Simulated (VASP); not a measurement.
Runs of VASP 6.6.1 on Si. The structure is that of space group P6_3/mmc (No. 194), or close to it. The cells are those of the table. This isn't the form of Si at room conditions, which is diamond.

| task | cell | cutoff (eV) | gap on the mesh (eV) | pressure (GPa) |
| --- | --- | --- | --- | --- |
| single point | a = 2.525, b = 2.525, c = 4.328 Å, angles 90.0, 90.0, 120.0°, 2 atoms | 520 | none | (a) |
| single point | a = 2.666, b = 2.666, c = 4.506 Å, angles 90.0, 90.0, 120.0°, 2 atoms | 520 | none | -2.1 |
| single point | a = 2.583, b = 2.583, c = 4.417 Å, angles 90.0, 90.0, 120.0°, 2 atoms | 520 | none | 6.8 |
| single point | a = 2.687, b = 2.687, c = 4.602 Å, angles 90.0, 90.0, 120.0°, 2 atoms | 520 | none | -5.1 |
| relaxation of shape and atoms at fixed volume | relaxed from a = 2.583, b = 2.583, c = 4.417 Å, angles 90.0, 90.0, 120.0°, 2 atoms | 600 | none | 6.8 |

Alike in all rows: level PBE+D3(BJ); potentials or basis VASP PAW PBE potentials, release 64 (Si); no spin polarisation; k mesh 18 × 18 × 10; smearing gaussian 0.1 eV.

Q: Fill in the values left out.

A: (a) 16.6.

Caveats: the cell stands under pressure (at least some runs); the cell stands under tension (at least some runs); the relaxation stopped at its first step, so nothing moved (at least some runs).

A gap of «none» marks levels without a gap at the run's occupations.
